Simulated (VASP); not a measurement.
Input of a VASP 6.6.1 run:

The input INCAR:

```
SYSTEM = Li4TaO
ALGO = Normal ; EDIFF = 1E-6
EDIFFG = -0.01 ; ENCUT = 600
GGA = PE ; IBRION = 2
ISIF = 3 ; ISMEAR = 0
LASPH = .TRUE. ; LCHARG = .FALSE.
LREAL = .FALSE. ; LWAVE = .FALSE.
NELM = 80 ; NSW = 100
PREC = Accurate ; SIGMA = 0.1
```

The input KPOINTS:

```
k-points
0
G
  12 12 6
  0 0 0
```

The input POSCAR:

```
Li4TaO
1.0
    3.2092816252      0.0000000000      0.0000000000
   -1.6046408126      2.7793194154      0.0000000000
    0.0000000000      0.0000000000      7.3405586059
Li Ta O
4 1 1
Direct
    0.6666666667      0.3333333333      0.3336107784
    0.3333333333      0.6666666667      0.6663892216
    0.3333333333      0.6666666667      0.3336107784
    0.6666666667      0.3333333333      0.6663892216
    0.0000000000      0.0000000000      0.0000000000
    0.0000000000      0.0000000000      0.5000000000
```

Potentials or basis: VASP PAW PBE potentials, release 64 (Li_sv, Ta_pv, O).

Run with:

```console
$ cat potpaw_PBE.64/Li_sv/POTCAR potpaw_PBE.64/Ta_pv/POTCAR potpaw_PBE.64/O/POTCAR > POTCAR
$ mpirun -np 1 vasp_std > vasp.out
```

Problem. Predict the relaxed cell.

Solution. a = 3.205 Å, b = 3.205 Å, c = 7.315 Å, α = 90.00°, β = 90.00°, γ = 120.00°.

Problem. Predict the relaxed volume.

Solution. 10.84 Å³/atom.

Problem. Predict the space group after relaxing (to 0.05 Å).

Solution. P6/mmm (No. 191).

Final structure:
```
Li Ta O
1.0
     3.20481    0.00000    0.00000
    -1.60241    2.77545    0.00000
     0.00000    0.00000    7.31522
Li Ta O
4 1 1
Direct
  0.66667 0.33333 0.33357
  0.33333 0.66667 0.66643
  0.33333 0.66667 0.33357
  0.66667 0.33333 0.66643
  0.00000 0.00000 0.00000
  0.00000 0.00000 0.50000
```

Caveat: the cutoff is under 1.25 times the usual one of these potentials, so pressure, stress and relaxed cells hold a basis-set (Pulay) error; an odd number of electrons without spin polarisation forces a metal; a magnetic or distorted state may lie lower.
